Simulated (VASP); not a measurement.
# Zn3O4 (P6/mmm) in VASP: relaxation of cell and atoms with PBE

Aim: the relaxation of cell and atoms of Zn3O4 with PBE.

Program: VASP 6.6.1. These are calculated values, not measurements. Logs are shortened: lines on timing, memory, paths and dates and some standing lists are left out, and cuts for length are marked.

### Step 1. The cell of the first run

Symmetry: P6/mmm, No. 191, hexagonal system. The conventional cell has a = 5.403 Å, b = 5.403 Å, c = 3.236 Å, α = 90.00°, β = 90.00°, γ = 120.00°. Within 3.0 Å of Zn (site symmetry mmm) lie 8 O at 2.25 to 2.78 Å and 4 Zn at 2.70 Å. O (site symmetry 6mm) has 1 O at 1.35 Å within 1.8 Å. O (site symmetry -6m2) has 6 Zn at 2.25 Å within 3.0 Å.

### Step 2. Relaxation of cell and atoms, PBE

Contents of INCAR:

```
PREC = Accurate
ENCUT = 600
EDIFF = 1E-6
ISMEAR = 0
SIGMA = 0.1
LREAL = F
LASPH = T
NELM = 100
ALGO = Normal
ISIF = 3
LWAVE = F
LCHARG = F
GGA = PE
IBRION = 2
NSW = 100
EDIFFG = -0.01
```

Contents of KPOINTS:

```
regular mesh
0
Gamma
  12 12 12
```

Contents of POSCAR:

```
Zn3O4
1.0
    5.4034902451      0.0000000000      0.0000000000
   -2.7017451226      4.6795598214      0.0000000000
    0.0000000000      0.0000000000      3.2359944571
Zn O
3 4
Direct
    0.0000000000      0.5000000000      0.0000000000
    0.5000000000      0.0000000000      0.0000000000
    0.5000000000      0.5000000000      0.0000000000
    0.0000000000      0.0000000000      0.2087979439
    0.0000000000      0.0000000000      0.7912020561
    0.3333333333      0.6666666667      0.5000000000
    0.6666666667      0.3333333333      0.5000000000
```

Potentials or basis: VASP PAW PBE potentials, release 64 (Zn, O).

On the command line:

```bash
> cat potpaw_PBE.64/Zn/POTCAR potpaw_PBE.64/O/POTCAR > POTCAR
> mpirun -np 1 vasp_std > vasp.out
```

OUTCAR:

```text
PREC = Accurate
   ENCUT = 600
   EDIFF = 1E-6
   ISMEAR = 0
   LREAL = F
   LASPH = T
   NELM = 100
   ISIF = 3
   GGA = PE
   IBRION = 2
   NSW = 100
   EDIFFG = -0.01

 ion  position               nearest neighbor table
   1  0.000  0.500  0.000-   6 2.25   7 2.25   6 2.25   7 2.25   3 2.70   3 2.70   2 2.70   2 2.70

   2  0.500  0.000  0.000-   6 2.25   7 2.25   6 2.25   7 2.25   1 2.70   1 2.70   3 2.70   3 2.70

   3  0.500  0.500  0.000-   6 2.25   7 2.25   6 2.25   7 2.25   1 2.70   1 2.70   2 2.70   2 2.70

   4  0.000  0.000  0.209-   5 1.35   5 1.88
   5  0.000  0.000  0.791-   4 1.35   4 1.88
   6  0.333  0.667  0.500-   1 2.25   1 2.25   2 2.25   2 2.25   3 2.25   3 2.25
   7  0.667  0.333  0.500-   1 2.25   1 2.25   2 2.25   2 2.25   3 2.25   3 2.25

  LATTYP: Found a hexagonal cell.
 ALAT       =     5.4034902451
 C/A-ratio  =     0.5988711574

  Lattice vectors:

 A1 = (   5.4034902451,   0.0000000000,   0.0000000000)
 A2 = (  -2.7017451226,   4.6795598214,   0.0000000000)
 A3 = (   0.0000000000,   0.0000000000,   3.2359944571)

Analysis of symmetry for initial positions (statically):
=====================================================================
 Subroutine PRICEL returns:
 Original cell was already a primitive cell.

 Routine SETGRP: Setting up the symmetry group for a
 hexagonal supercell.

 Subroutine GETGRP returns: Found 24 space group operations
 (whereof 24 operations were pure point group operations)
 out of a pool of 24 trial point group operations.

The static configuration has the point symmetry D_6h.

Analysis of symmetry for dynamics (positions and initial velocities):
=====================================================================
 Subroutine PRICEL returns:
 Original cell was already a primitive cell.

 Routine SETGRP: Setting up the symmetry group for a
 hexagonal supercell.

 Subroutine GETGRP returns: Found 24 space group operations
 (whereof 24 operations were pure point group operations)
 out of a pool of 24 trial point group operations.

The dynamic configuration has the point symmetry D_6h.

 Subroutine INISYM returns: Found 24 space group operations
 (whereof 24 operations are pure point group operations),
 and found     1 'primitive' translations

----------------------------------------------------------------------------------------

                                     Primitive cell

  volume of cell :      81.8252

  direct lattice vectors                    reciprocal lattice vectors
     5.403490245  0.000000000  0.000000000     0.185065570  0.106847656  0.000000000
    -2.701745123  4.679559821  0.000000000     0.000000000  0.213695313  0.000000000
     0.000000000  0.000000000  3.235994457     0.000000000  0.000000000  0.309024015

  length of vectors
     5.403490245  5.403490245  3.235994457     0.213695313  0.213695313  0.309024015

  position of ions in fractional coordinates (direct lattice)
     0.000000000  0.500000000  0.000000000
     0.500000000  0.000000000  0.000000000
     0.500000000  0.500000000  0.000000000
     0.000000000  0.000000000  0.208797944
     0.000000000  0.000000000  0.791202056
     0.333333333  0.666666667  0.500000000
     0.666666667  0.333333333  0.500000000

  ion indices of the primitive-cell ions
   primitive index   ion index
                 1           1
                 2           2
                 3           3
                 4           4
                 5           5
                 6           6
                 7           7

----------------------------------------------------------------------------------------

 KPOINTS: regular mesh

Automatic generation of k-mesh.
 Grid dimensions read from file:
 generate k-points for:   12   12   12

 Generating k-lattice:

  Cartesian coordinates                     Fractional coordinates (reciprocal lattice)
     0.015422131  0.008903971  0.000000000     0.083333333  0.000000000  0.000000000
     0.000000000  0.017807943  0.000000000     0.000000000  0.083333333  0.000000000
     0.000000000  0.000000000  0.025752001     0.000000000  0.000000000  0.083333333

  Length of vectors
     0.017807943  0.017807943  0.025752001

  Shift w.r.t. Gamma in fractional coordinates (k-lattice)
     0.000000000  0.000000000  0.000000000

 Subroutine IBZKPT returns following result:
 ===========================================

 Found    133 irreducible k-points:

 Following reciprocal coordinates:
            Coordinates               Weight
  0.000000  0.000000  0.000000      1.000000
  0.083333  0.000000  0.000000      6.000000
  0.166667  0.000000  0.000000      6.000000
  0.250000  0.000000  0.000000      6.000000
  0.333333  0.000000  0.000000      6.000000
  0.416667  0.000000  0.000000      6.000000
[... 16 lines left out ...]
  0.250000  0.000000  0.083333     12.000000
  0.333333  0.000000  0.083333     12.000000
 [... further k-points ...]
   k-points           NKPTS =    133   k-points in BZ     NKDIM =    133   number of bands    NBANDS=     36
   number of dos      NEDOS =    301   number of ions     NIONS =      7
   total plane-waves  NPLWV =  64512
   dimension x,y,z NGX =    48 NGY =   48 NGZ =   28
   dimension x,y,z NGXF=    96 NGYF=   96 NGZF=   56
   ions per type =               3   4
   NGX,Y,Z   is equivalent  to a cutoff of  14.77, 14.77, 14.38 a.u.
   NGXF,Y,Z  is equivalent  to a cutoff of  29.54, 29.54, 28.77 a.u.
 SYSTEM =  unknown system
   PREC   = accura    normal or accurate (medium, high low for compatibility)
   ISTART =      0    job   : 0-new  1-cont  2-samecut
   ICHARG =      2    charge: 1-file 2-atom 10-const
   ISPIN  =      1    spin polarized calculation?
   LNONCOLLINEAR =      F non collinear calculations
   LSORBIT =      F    spin-orbit coupling
   LASPH  =      T    aspherical Exc in radial PAW
   ENCUT  =  600.0 eV  44.10 Ry    6.64 a.u.  10.79 10.79  6.46*2*pi/ulx,y,z
   NELM   =    100;   NELMIN=  2; NELMDL= -5     # of ELM steps
   EDIFF  = 0.1E-05   stopping-criterion for ELM
   LREAL  =      F    real-space projection
   EDIFFG = -.1E-01   stopping-criterion for IOM
   NSW    =    100    number of steps for IOM
   IBRION =      2    ionic relax: 0-MD 1-quasi-New 2-CG
   NFREE  =      1    steps in history (QN), initial steepest desc. (CG)
   ISIF   =      3    stress and relaxation
   ISYM   =      2    0-nonsym 1-usesym 2-fastsym
   POTIM  = 0.5000    time-step for ionic-motion
   TEBEG  =    0.0;   TEEND  =   0.0 temperature during run
   PSTRESS=    0.0 pullay stress
   NELECT =      60.0000    total number of electrons
   NUPDOWN=      -1.0000    fix difference up-down
   EMIN   =  10.00;   EMAX   =-10.00  energy-range for DOS
   EFERMI =   0.00;   METHOD = LEGACY
   ISMEAR =     0;   SIGMA  =   0.10  broadening in eV -4-tet -1-fermi 0-gaus
   EFERMI_NEDOS =   21; number of points for ismear=-14 and -15
   IALGO  =     38    algorithm
   IMIX   =      4    mixing-type and parameters
     AMIX     =   0.40;   BMIX     =  1.00
     AMIX_MAG =   1.60;   BMIX_MAG =  1.00
  volume/ion in A,a.u.               =      11.69        78.88
  Fermi-wavevector in a.u.,A,eV,Ry     =   1.476260  2.789727 29.651772  2.179344
  Thomas-Fermi vector in A             =   2.590809
   LORBIT       =      0    0 simple, 1 ext, 2 COOP (PROOUT), +10 PAW based schemes
   GGA     = PE    functional components
   LHFCALC =     F    Hartree Fock is set to
   AEXX    =    0.0000 exact exchange contribution
   IVDW    =     0    specifies the selected vdW correction
   LEPSILON=     F    determine dielectric tensor
   LRPA    =     F    only Hartree local field effects (RPA)
 conjugate gradient relaxation of ions
 non-spin polarized calculation
 Gauss-broadening in eV      SIGMA  =   0.10
  energy-cutoff  :      600.00
  volume of cell :       81.83
 maximum number of plane-waves:      2761
 NGX is ok and might be reduce to    48
   NGX = 21   NGY = 21   NGZ = 13

--------------------------------------- Ionic step        1  -------------------------------------------

 number of electron      59.9999990 magnetization

 Free energy of the ion-electron system (eV)
  ---------------------------------------------------
  ext. energy  EPLUGINS =         0.00000000
  ---------------------------------------------------
  free energy    TOTEN  =       -25.04457234 eV

  energy without entropy =      -25.02874336  energy(sigma->0) =      -25.03665785

------------------------ aborting loop because EDIFF is reached ----------------------------------------

  FORCE on cell =-STRESS in cart. coord.  units (eV):
  Direction    XX          YY          ZZ          XY          YZ          ZX
  --------------------------------------------------------------------------------------
  -------------------------------------------------------------------------------------
  Total        0.3209141      0.3209141     -0.0550664     -0.0000000     -0.0000000      0.0000000
  in kB        6.2836541      6.2836541     -1.0782265     -0.0000000     -0.0000000      0.0000000
  external PRESSURE =       3.8296939 kB  Pullay stress =       0.0000000 kB

 VOLUME and BASIS-vectors are now :
 -----------------------------------------------------------------------------
  energy-cutoff  :      600.00
  volume of cell :       81.83
      direct lattice vectors                 reciprocal lattice vectors
     5.403490245  0.000000000  0.000000000     0.185065570  0.106847656  0.000000000
    -2.701745123  4.679559821  0.000000000     0.000000000  0.213695313  0.000000000
     0.000000000  0.000000000  3.235994457     0.000000000  0.000000000  0.309024015
[... 165 lines left out ...]
 POSITION                                       TOTAL-FORCE (eV/Angst)
 -----------------------------------------------------------------------------------
     -1.35409      2.34535      0.00000        -0.000000     -0.000000      0.000000
      2.70817     -0.00000      0.00000        -0.000000     -0.000000      0.000000
      1.35409      2.34535      0.00000        -0.000000     -0.000000      0.000000
      0.00000     -0.00000      0.67956        -0.000000      0.000000     -0.019238
      0.00000     -0.00000      2.54638         0.000000     -0.000000      0.019238
     -0.00000      3.12713      1.61297         0.000000      0.000000      0.000000
      2.70817      1.56356      1.61297         0.000000     -0.000000      0.000000
 -----------------------------------------------------------------------------------
    total drift:                               -0.000000      0.000000      0.000000

  FREE ENERGIE OF THE ION-ELECTRON SYSTEM (eV)
  ---------------------------------------------------
  free  energy   TOTEN  =       -25.0475339407 eV

  energy  without entropy=      -25.0319718699  energy(sigma->0) =      -25.03975291

--------------------------------------- Ionic step        6  -------------------------------------------

 number of electron      59.9999997 magnetization

 Free energy of the ion-electron system (eV)
  ---------------------------------------------------
  ext. energy  EPLUGINS =         0.00000000
  ---------------------------------------------------
  free energy    TOTEN  =       -25.04777034 eV

  energy without entropy =      -25.03251080  energy(sigma->0) =      -25.04014057

 E-fermi :   3.1271     XC(G=0): -11.0200

 val. band max:        3.1160139403   @ k =   0.4167   0.1667   0.5000
 cond. band min:       3.1273173969   @ k =   0.5000   0.0000   0.0833
 fundamental gap:      0.0113034565
 Fermi energy:         3.1270969839

 k-point     1 :       0.0000    0.0000    0.0000
  band No.  band energies     occupation
      1     -20.8200      2.00000
      2     -16.3460      2.00000
      3     -15.7276      2.00000
      4      -9.7223      2.00000
      5      -6.0368      2.00000
      6      -5.4184      2.00000
[... 925 lines left out ...]
     35       8.3062      0.00000
     36       9.4124      0.00000

 [... further k-points ...]

------------------------ aborting loop because EDIFF is reached ----------------------------------------

  FORCE on cell =-STRESS in cart. coord.  units (eV):
  Direction    XX          YY          ZZ          XY          YZ          ZX
  --------------------------------------------------------------------------------------
  -------------------------------------------------------------------------------------
  Total        0.0124892      0.0124892      0.0535465     -0.0000000     -0.0000000      0.0000000
  in kB        0.2434749      0.2434749      1.0438830     -0.0000000     -0.0000000      0.0000000
  external PRESSURE =       0.5102776 kB  Pullay stress =       0.0000000 kB

 VOLUME and BASIS-vectors are now :
 -----------------------------------------------------------------------------
  energy-cutoff  :      600.00
  volume of cell :       82.18
      direct lattice vectors                 reciprocal lattice vectors
     5.423226607 -0.000000000 -0.000000000     0.184392074  0.106458813  0.000000000
    -2.711613303  4.696652012  0.000000000     0.000000000  0.212917627  0.000000000
     0.000000000 -0.000000000  3.226590460    -0.000000000 -0.000000000  0.309924675

 POSITION                                       TOTAL-FORCE (eV/Angst)
 -----------------------------------------------------------------------------------
      4.06742      2.34833      0.00000         0.000000      0.000000      0.000000
      2.71161     -0.00000      0.00000         0.000000      0.000000      0.000000
      1.35581      2.34833      0.00000         0.000000     -0.000000      0.000000
      0.00000     -0.00000      0.67897        -0.000000     -0.000000      0.001081
     -2.71161      4.69665      2.54762         0.000000      0.000000     -0.001081
     -0.00000      3.13110      1.61330        -0.000000     -0.000000      0.000000
      2.71161      1.56555      1.61330         0.000000      0.000000     -0.000000
 -----------------------------------------------------------------------------------
    total drift:                                0.000000     -0.000000      0.000000

  FREE ENERGIE OF THE ION-ELECTRON SYSTEM (eV)
  ---------------------------------------------------
  free  energy   TOTEN  =       -25.0477703351 eV

  energy  without entropy=      -25.0325107961  energy(sigma->0) =      -25.04014057

 reached required accuracy - stopping structural energy minimisation
```

It took 25 min on 1 thread of Intel Xeon Platinum 8488C (Sapphire Rapids), shared host; peak memory 0.53 GiB.

Results:

| Property | Result |
| --- | --- |
| Free energy | -25.0478 eV |
| Relaxed volume | 11.74 Å³/atom |
| Relaxed cell | a = 5.423 Å, b = 5.423 Å, c = 3.227 Å, α = 90.00°, β = 90.00°, γ = 120.00° |
| Space group after relaxing (to 0.05 Å) | P6/mmm (No. 191) |
| Energy gained by relaxing | 0.5 meV/atom |
| Ionic steps | 6 |
| Pressure after relaxing | 0.1 GPa |
| Band gap on the k mesh | zero (band 30 reaches 3.36 eV, above the bottom of band 31 at 2.51 eV) |

Step by step:
```tsv
step	energy change (eV)	largest force (eV/Å)	pressure (GPa)	volume (Å³)
1	0.0000	0.3630	0.38	81.83
2	0.0074	0.7702	-0.77	82.16
3	-0.0022	0.0245	-0.01	81.93
4	-0.0029	0.0214	0.22	81.95
5	-0.0030	0.0192	0.27	81.96
6	-0.0032	0.0011	0.05	82.18
```

Final structure:
```xyz
7
Lattice="5.4232 0.0000 0.0000 -2.7116 4.6967 0.0000 0.0000 0.0000 3.2266" Properties=species:S:1:pos:R:3 pbc="T T T"
Zn    4.0674    2.3483    0.0000
Zn    2.7116    0.0000    0.0000
Zn    1.3558    2.3483    0.0000
O     0.0000    0.0000    0.6790
O    -2.7116    4.6967    2.5476
O     0.0000    3.1311    1.6133
O     2.7116    1.5656    1.6133
```
